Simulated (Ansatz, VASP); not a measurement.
# SnO2: VASP beside Ansatz

```
Sn O
1.0
     3.10920    1.79510    3.88253
    -3.10920    1.79510    3.88253
     0.00000   -3.59019    3.88253
Sn O
4 8
Direct
  0.86454 0.86454 0.86454
  0.36487 0.36487 0.86488
  0.36487 0.86488 0.36487
  0.86488 0.36487 0.36487
  0.11991 0.61961 0.61961
  0.61961 0.11991 0.61961
  0.61961 0.61961 0.11991
  0.60994 0.60994 0.60994
  0.11985 0.11985 0.11985
  0.10969 0.10969 0.61000
  0.10969 0.61000 0.10969
  0.61000 0.10969 0.10969
```

Alike in both runs: task single point; functional LDA; k mesh 6 × 6 × 6; occupations gaussian, width 0.05 eV; no spin polarisation.

```csv
,VASP,Ansatz
version,VASP 6.6.1,Ansatz 0.2.0
potentials or method,"VASP PAW LDA potentials, release 64 (Sn_d, O), cutoff 520 eV","scalar-relativistic, plane waves, PAW"
valence electrons in the cell,104,104
```

Ansatz gave:

```
gap on the k mesh at the Fermi level (eV) : 2.46
least direct gap on the mesh (eV)         : 2.46
rms of the force components (eV/Å)        : 0.656
```

**Question.** Estimate VASP's values.

**Answer.** gap on the k mesh at the Fermi level (eV): 2.46; least direct gap on the mesh (eV): 2.46; rms of the force components (eV/Å): 0.714.

Ansatz warns that its potentials were made for another functional, while VASP's fit it. LDA's correlation is that of Perdew and Zunger in VASP and of Perdew and Wang (1992) in Ansatz. Atom by atom the forces differ by 0.059 eV/Å (rms over components).
